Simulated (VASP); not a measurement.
# CoO (F-43m) in VASP: single point with PBE+U

Aim: the single point of CoO with PBE+U.

All numbers are computed with VASP 6.6.1; they aren't measurements. Logs are shortened: lines on timing, memory, paths and dates and some standing lists are left out, and cuts for length are marked.

## (1) The cell of the first run

Symmetry: F-43m, No. 216, cubic system. The conventional cell has a = 4.639 Å, b = 4.639 Å, c = 4.639 Å, α = 90.00°, β = 90.00°, γ = 90.00°. Co (site symmetry -43m) has 4 O at 2.01 Å within 2.7 Å. O (site symmetry -43m) has 4 Co at 2.01 Å within 2.7 Å.

## (2) Single point, PBE+U

INCAR

```
PREC = Accurate
ENCUT = 700
EDIFF = 1E-6
ISMEAR = 0
SIGMA = 0.02
LREAL = F
LASPH = T
NELM = 200
ALGO = Normal
ISIF = 2
LWAVE = F
LCHARG = T
LMAXMIX = 4
LDAU = T
LDAUTYPE = 2
LDAUL = 2 -1
LDAUU = 3.32 0
LDAUJ = 0 0
LDAUPRINT = 1
GGA = PE
LELF = T
LVHAR = T
NBANDS = 18
GGA_COMPAT = F
```

KPOINTS

```
Automatic mesh
0
Gamma
  14 14 14
```

POSCAR

```
CoO
1.0
    0.0000000000      2.3192549574      2.3192549574
    2.3192549574      0.0000000000      2.3192549574
    2.3192549574      2.3192549574      0.0000000000
Co O
1 1
Direct
    0.0000000000      0.0000000000      0.0000000000
    0.2500000000      0.2500000000      0.2500000000
```

Potentials or basis: VASP PAW PBE potentials, release 64 (Co_sv, O).

The run is started by

```sh
$ cat potpaw_PBE.64/Co_sv/POTCAR potpaw_PBE.64/O/POTCAR > POTCAR
$ mpirun -np 1 vasp_std > vasp.out
```

OUTCAR:

```text
PREC = Accurate
   ENCUT = 700
   EDIFF = 1E-6
   ISMEAR = 0
   LREAL = F
   LASPH = T
   NELM = 200
   ISIF = 2
   GGA = PE

 ion  position               nearest neighbor table
   1  0.000  0.000  0.000-   2 2.01   2 2.01   2 2.01   2 2.01
   2  0.250  0.250  0.250-   1 2.01   1 2.01   1 2.01   1 2.01

  LATTYP: Found a face centered cubic cell.
 ALAT       =     4.6385099148

  Lattice vectors:

 A1 = (   0.0000000000,   2.3192549574,   2.3192549574)
 A2 = (   2.3192549574,   0.0000000000,   2.3192549574)
 A3 = (   2.3192549574,   2.3192549574,   0.0000000000)

Analysis of symmetry for initial positions (statically):
=====================================================================
 Subroutine PRICEL returns:
 Original cell was already a primitive cell.

 Routine SETGRP: Setting up the symmetry group for a
 face centered cubic supercell.

 Subroutine GETGRP returns: Found 24 space group operations
 (whereof 24 operations were pure point group operations)
 out of a pool of 48 trial point group operations.

The static configuration has the point symmetry T_d .

Analysis of symmetry for dynamics (positions and initial velocities):
=====================================================================
 Subroutine PRICEL returns:
 Original cell was already a primitive cell.

 Routine SETGRP: Setting up the symmetry group for a
 face centered cubic supercell.

 Subroutine GETGRP returns: Found 24 space group operations
 (whereof 24 operations were pure point group operations)
 out of a pool of 48 trial point group operations.

The dynamic configuration has the point symmetry T_d .

 Subroutine INISYM returns: Found 24 space group operations
 (whereof 24 operations are pure point group operations),
 and found     1 'primitive' translations

----------------------------------------------------------------------------------------

                                     Primitive cell

  volume of cell :      24.9503

  direct lattice vectors                    reciprocal lattice vectors
     0.000000000  2.319254957  2.319254957    -0.215586475  0.215586475  0.215586475
     2.319254957  0.000000000  2.319254957     0.215586475 -0.215586475  0.215586475
     2.319254957  2.319254957  0.000000000     0.215586475  0.215586475 -0.215586475

  length of vectors
     3.279921815  3.279921815  3.279921815     0.373406727  0.373406727  0.373406727

  position of ions in fractional coordinates (direct lattice)
     0.000000000  0.000000000  0.000000000
     0.250000000  0.250000000  0.250000000

  ion indices of the primitive-cell ions
   primitive index   ion index
                 1           1
                 2           2

----------------------------------------------------------------------------------------

 KPOINTS: Automatic mesh

Automatic generation of k-mesh.
 Grid dimensions read from file:
 generate k-points for:   14   14   14

 Generating k-lattice:

  Cartesian coordinates                     Fractional coordinates (reciprocal lattice)
    -0.015399034  0.015399034  0.015399034     0.071428571  0.000000000  0.000000000
     0.015399034 -0.015399034  0.015399034     0.000000000  0.071428571  0.000000000
     0.015399034  0.015399034 -0.015399034     0.000000000  0.000000000  0.071428571

  Length of vectors
     0.026671909  0.026671909  0.026671909

  Shift w.r.t. Gamma in fractional coordinates (k-lattice)
     0.000000000  0.000000000  0.000000000

 Subroutine IBZKPT returns following result:
 ===========================================

 Found    104 irreducible k-points:

 Following reciprocal coordinates:
            Coordinates               Weight
  0.000000  0.000000  0.000000      1.000000
  0.071429  0.000000  0.000000      8.000000
  0.142857  0.000000  0.000000      8.000000
  0.214286  0.000000  0.000000      8.000000
  0.285714  0.000000  0.000000      8.000000
  0.357143  0.000000  0.000000      8.000000
[... 16 lines left out ...]
  0.214286  0.142857  0.000000     24.000000
  0.285714  0.142857  0.000000     24.000000
 [... further k-points ...]
   k-points           NKPTS =    104   k-points in BZ     NKDIM =    104   number of bands    NBANDS=     18
   number of dos      NEDOS =    301   number of ions     NIONS =      2
   total plane-waves  NPLWV =  21952
   dimension x,y,z NGX =    28 NGY =   28 NGZ =   28
   dimension x,y,z NGXF=    56 NGYF=   56 NGZF=   56
   ions per type =               1   1
   NGX,Y,Z   is equivalent  to a cutoff of  14.19, 14.19, 14.19 a.u.
   NGXF,Y,Z  is equivalent  to a cutoff of  28.38, 28.38, 28.38 a.u.
 SYSTEM =  unknown system
   PREC   = accura    normal or accurate (medium, high low for compatibility)
   ISTART =      0    job   : 0-new  1-cont  2-samecut
   ICHARG =      2    charge: 1-file 2-atom 10-const
   ISPIN  =      1    spin polarized calculation?
   LNONCOLLINEAR =      F non collinear calculations
   LSORBIT =      F    spin-orbit coupling
   LASPH  =      T    aspherical Exc in radial PAW
   ENCUT  =  700.0 eV  51.45 Ry    7.17 a.u.   7.08  7.08  7.08*2*pi/ulx,y,z
   NELM   =    200;   NELMIN=  2; NELMDL= -5     # of ELM steps
   EDIFF  = 0.1E-05   stopping-criterion for ELM
   LREAL  =      F    real-space projection
   EDIFFG = 0.1E-04   stopping-criterion for IOM
   NSW    =      0    number of steps for IOM
   IBRION =     -1    ionic relax: 0-MD 1-quasi-New 2-CG
   NFREE  =      0    steps in history (QN), initial steepest desc. (CG)
   ISIF   =      2    stress and relaxation
   ISYM   =      2    0-nonsym 1-usesym 2-fastsym
   POTIM  = 0.5000    time-step for ionic-motion
   TEBEG  =    0.0;   TEEND  =   0.0 temperature during run
   PSTRESS=    0.0 pullay stress
   NELECT =      23.0000    total number of electrons
   NUPDOWN=      -1.0000    fix difference up-down
   EMIN   =  10.00;   EMAX   =-10.00  energy-range for DOS
   EFERMI =   0.00;   METHOD = LEGACY
   ISMEAR =     0;   SIGMA  =   0.02  broadening in eV -4-tet -1-fermi 0-gaus
   EFERMI_NEDOS =   21; number of points for ismear=-14 and -15
   IALGO  =     38    algorithm
   IMIX   =      4    mixing-type and parameters
     AMIX     =   0.40;   BMIX     =  1.00
     AMIX_MAG =   1.60;   BMIX_MAG =  1.00
  volume/ion in A,a.u.               =      12.48        84.19
  Fermi-wavevector in a.u.,A,eV,Ry     =   1.593281  3.010864 34.538978  2.538543
  Thomas-Fermi vector in A             =   2.691535
   LORBIT       =      0    0 simple, 1 ext, 2 COOP (PROOUT), +10 PAW based schemes
 LDA+U is selected, type is set to LDAUTYPE =  2
   angular momentum for each species LDAUL =     2   -1
   U (eV)           for each species LDAUU =   3.3  0.0
   J (eV)           for each species LDAUJ =   0.0  0.0
   GGA     = PE    functional components
   LHFCALC =     F    Hartree Fock is set to
   AEXX    =    0.0000 exact exchange contribution
   IVDW    =     0    specifies the selected vdW correction
   LEPSILON=     F    determine dielectric tensor
   LRPA    =     F    only Hartree local field effects (RPA)
 non-spin polarized calculation
 Gauss-broadening in eV      SIGMA  =   0.02
  energy-cutoff  :      700.00
  volume of cell :       24.95
 maximum number of plane-waves:      1067
   NGX = 15   NGY = 15   NGZ = 15

atom =   1  type =  1  l = 2

 onsite density matrix

spin component  1

  0.5533  0.0000  0.0000  0.0000 -0.0000
  0.0000  0.5533  0.0000  0.0000  0.0000
  0.0000  0.0000  0.8774 -0.0000  0.0000
  0.0000  0.0000 -0.0000  0.5533  0.0000
 -0.0000  0.0000  0.0000  0.0000  0.8774

spin component  2

  0.5533  0.0000  0.0000  0.0000 -0.0000
  0.0000  0.5533  0.0000  0.0000  0.0000
  0.0000  0.0000  0.8774 -0.0000  0.0000
  0.0000  0.0000 -0.0000  0.5533  0.0000
 -0.0000  0.0000  0.0000  0.0000  0.8774

 occupancies and eigenvectors

  o =  0.5533  v =  1.0000  0.0000  0.0000  0.0000  0.0000  0.0000  0.0000  0.0000  0.0000  0.0000      0.0000  0.0000  0.0000  0.0000  0.0000  0.0000  0.0000  0.0000  0.0000  0.0000
  o =  0.5533  v =  0.0000  0.0000  0.0000  0.0000  0.0000  1.0000  0.0000  0.0000  0.0000  0.0000      0.0000  0.0000  0.0000  0.0000  0.0000  0.0000  0.0000  0.0000  0.0000  0.0000
  o =  0.5533  v =  0.0000 -0.9587  0.0000  0.2843 -0.0000  0.0000  0.0000  0.0000  0.0000  0.0000      0.0000  0.0000  0.0000  0.0000  0.0000  0.0000  0.0000  0.0000  0.0000  0.0000
  o =  0.5533  v =  0.0000  0.0000  0.0000  0.0000  0.0000  0.0000 -0.9587  0.0000  0.2843 -0.0000      0.0000  0.0000  0.0000  0.0000  0.0000  0.0000  0.0000  0.0000  0.0000  0.0000
  o =  0.5533  v =  0.0000 -0.2843  0.0000 -0.9587 -0.0000  0.0000  0.0000  0.0000  0.0000  0.0000      0.0000  0.0000  0.0000  0.0000  0.0000  0.0000  0.0000  0.0000  0.0000  0.0000
  o =  0.5533  v =  0.0000  0.0000  0.0000  0.0000  0.0000  0.0000 -0.2843  0.0000 -0.9587 -0.0000      0.0000  0.0000  0.0000  0.0000  0.0000  0.0000  0.0000  0.0000  0.0000  0.0000
  o =  0.8774  v =  0.0000  0.0000  0.0000  0.0000  0.0000  0.0000  0.0000  0.9462  0.0000 -0.3235      0.0000  0.0000  0.0000  0.0000  0.0000  0.0000  0.0000  0.0000  0.0000  0.0000
  o =  0.8774  v =  0.0000  0.0000  0.9462  0.0000 -0.3235  0.0000  0.0000  0.0000  0.0000  0.0000      0.0000  0.0000  0.0000  0.0000  0.0000  0.0000  0.0000  0.0000  0.0000  0.0000
  o =  0.8774  v =  0.0000 -0.0000  0.3235  0.0000  0.9462  0.0000  0.0000  0.0000  0.0000  0.0000      0.0000  0.0000  0.0000  0.0000  0.0000  0.0000  0.0000  0.0000  0.0000  0.0000
  o =  0.8774  v =  0.0000  0.0000  0.0000  0.0000  0.0000  0.0000 -0.0000  0.3235  0.0000  0.9462      0.0000  0.0000  0.0000  0.0000  0.0000  0.0000  0.0000  0.0000  0.0000  0.0000

 number of electron      22.9999989 magnetization

 Free energy of the ion-electron system (eV)
  ---------------------------------------------------
  ext. energy  EPLUGINS =         0.00000000
  ---------------------------------------------------
  free energy    TOTEN  =        -9.49926079 eV

  energy without entropy =       -9.49829205  energy(sigma->0) =       -9.49877642

 E-fermi :   5.8104     XC(G=0): -10.9559

 val. band max:        5.8103502587   @ k =  -0.2143   0.1429   0.0000
 cond. band min:       5.8192570242   @ k =  -0.4286   0.2143   0.0714
 fundamental gap:      0.0089067655
 Fermi energy:         5.8103918771

 k-point     1 :       0.0000    0.0000    0.0000
  band No.  band energies     occupation
      1     -88.7682      2.00000
      2     -52.0737      2.00000
      3     -52.0737      2.00000
      4     -52.0737      2.00000
      5     -13.8084      2.00000
      6       0.5613      2.00000
[... 481 lines left out ...]
      5     -13.5145      2.00000
      6      -0.2559      2.00000
[... 10 lines left out ...]
     17      19.2004      0.00000
     18      21.2999      0.00000

 [... further k-points ...]

------------------------ aborting loop because EDIFF is reached ----------------------------------------

  FORCE on cell =-STRESS in cart. coord.  units (eV):
  Direction    XX          YY          ZZ          XY          YZ          ZX
  --------------------------------------------------------------------------------------
  -------------------------------------------------------------------------------------
  Total       -3.4638282     -3.4638282     -3.4638282      0.0000000     -0.0000000     -0.0000000
  in kB     -222.4290196   -222.4290196   -222.4290196      0.0000000     -0.0000000     -0.0000000
  external PRESSURE =    -222.4290196 kB  Pullay stress =       0.0000000 kB

 VOLUME and BASIS-vectors are now :
 -----------------------------------------------------------------------------
  energy-cutoff  :      700.00
  volume of cell :       24.95
      direct lattice vectors                 reciprocal lattice vectors
     0.000000000  2.319254957  2.319254957    -0.215586475  0.215586475  0.215586475
     2.319254957  0.000000000  2.319254957     0.215586475 -0.215586475  0.215586475
     2.319254957  2.319254957  0.000000000     0.215586475  0.215586475 -0.215586475

 POSITION                                       TOTAL-FORCE (eV/Angst)
 -----------------------------------------------------------------------------------
      0.00000      0.00000      0.00000        -0.000000     -0.000000     -0.000000
      1.15963      1.15963      1.15963         0.000000      0.000000      0.000000
 -----------------------------------------------------------------------------------
    total drift:                               -0.000000     -0.000000      0.000000

  FREE ENERGIE OF THE ION-ELECTRON SYSTEM (eV)
  ---------------------------------------------------
  free  energy   TOTEN  =        -9.4992607946 eV

  energy  without entropy=       -9.4982920475  energy(sigma->0) =       -9.49877642
```

It took 43 s on 1 thread of AMD EPYC 9R45 (Zen 5), shared host; peak memory 0.17 GiB.

What came out:

* Free energy: -9.4993 eV
* Pressure: -22.2 GPa
* Band gap on the k mesh: zero (an odd number of electrons rules out a gap without spin polarisation)

Eigenvalues of the final occupation matrices:
```csv
site,spin,trace,eigenvalues
site 1 d,1,3.41,0.55 0.55 0.55 0.88 0.88
site 1 d,2,3.41,0.55 0.55 0.55 0.88 0.88
```

Caveat: the cell stands under tension; an odd number of electrons without spin polarisation forces a metal; a magnetic or distorted state may lie lower; the run has no spin polarisation, though such a crystal can be magnetic; U without spin polarisation on a metal has little footing. Spin polarisation is off, so any magnetic state and its effect on volume and gap are missing.
